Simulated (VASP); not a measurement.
# HPbNO4: single point with PBEsol

HPbNO4:

```
CELL_PARAMETERS angstrom
4.27531 -0.00040 0.00636
-2.08399 5.20775 -0.04907
-2.12377 -1.86574 4.91491
ATOMIC_POSITIONS crystal
H 0.99073 0.03330 0.90994
Pb 0.50274 0.81989 0.14287
N 0.00838 0.47408 0.50265
O 0.99816 0.92741 0.02877
O 0.19467 0.73435 0.60852
O 0.81673 0.35882 0.24556
O 0.01381 0.33121 0.65217
```

```
Program             : VASP 6.6.1
Task                : single point
Functional          : PBEsol
Potentials or basis : VASP PAW PBE potentials, release 64 (H, Pb_d, N, O)
Cutoff              : 520 eV
k mesh              : 6 × 4 × 4
Occupations         : fermi-dirac, width 0.05 eV
Spin                : no spin polarisation
```

The pressure is -1.8 GPa, the largest force is 0.409 eV/Å and the band gap on the k mesh is 2.84 eV (least direct gap 3.16 eV).

Forces in eV/Å, atoms in the order of the input:
```
H    0.000  0.229 -0.176
Pb   0.003  0.193 -0.150
N   -0.003 -0.046  0.024
O   -0.001 -0.329  0.243
O    0.000  0.016  0.083
O   -0.001 -0.073 -0.039
O    0.001  0.010  0.015
```

Stress tensor (GPa, compression positive):
```
-2.24  0.00  0.00
 0.00 -1.52 -0.33
 0.00 -0.33 -1.73
```

Levels at points of the mesh, in eV from the valence-band top:
```tsv
k point	band 20	band 21	band 22	band 23	band 24	band 25
(0.00, 0.00, 0.00)	-2.06	-0.97	-0.40	3.33	4.39	5.13
(0.50, 0.00, 0.00)	-1.13	-0.73	0.00	3.18	4.15	5.36
(0.00, 0.50, 0.00)	-1.50	-0.97	-0.83	3.18	4.00	4.76
(0.50, 0.50, 0.00)	-0.78	-0.46	-0.33	2.89	5.19	5.25
(0.00, 0.00, 0.50)	-1.52	-0.94	-0.85	3.19	3.89	4.89
(0.50, 0.00, 0.50)	-0.77	-0.45	-0.35	2.88	5.21	5.24
(0.00, 0.50, 0.50)	-1.65	-0.89	-0.65	3.10	3.48	5.30
(0.50, 0.50, 0.50)	-1.12	-0.72	-0.03	3.18	4.15	5.38
```

Wall time 3.6 min on 1 thread of Intel Xeon 8259CL, on a shared host, peak memory 0.34 GiB.

Caveat: the PAW data sets were made with another functional, which shifts forces and pressure a little; spin-orbit coupling is left out, which moves the levels of the heavy elements. A k mesh can miss the band edges.
